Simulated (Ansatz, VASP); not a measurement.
## Al2Ru in VASP and in Ansatz

```
Al Ru
1.0
    -1.56042    1.56042    4.22181
     1.56042   -1.56042    4.22181
     1.56042    1.56042   -4.22181
Al Ru
2 1
Direct
  0.65920 0.65920 0.00000
  0.34080 0.34080 0.00000
  0.00000 0.00000 0.00000
```

Alike in both runs: task single point; functional PBEsol; k mesh 18 × 18 × 18; occupations gaussian, width 0.1 eV; no spin polarisation.

|  | VASP | Ansatz |
| --- | --- | --- |
| version | VASP 6.6.1 | Ansatz 0.2.0 |
| potentials or method | VASP PAW PBE potentials, release 64 (Al, Ru_pv), cutoff 520 eV | scalar-relativistic, plane waves, PAW |
| valence electrons in the cell | 20 | 22 |

```tsv
	VASP	Ansatz	Ansatz less VASP
gap on the k mesh at the Fermi level (eV)	none	none	-
pressure (GPa)	-0.3	-0.4	-0.08
traceless stress, the component that is largest in VASP (GPa)	-0.45	-0.47	-0.022
rms of the force components (eV/Å)	0.023	0.023	+0.0004
```

VASP's potentials were made for PBE, not for PBEsol. Atom by atom the forces differ by 0.000 eV/Å (rms over components). A gap of «none» marks a metal or a gap that the smearing closes. VASP's potentials hold 20 valence electrons a cell and Ansatz's 22, so a difference there can come from the potentials and not from the codes.
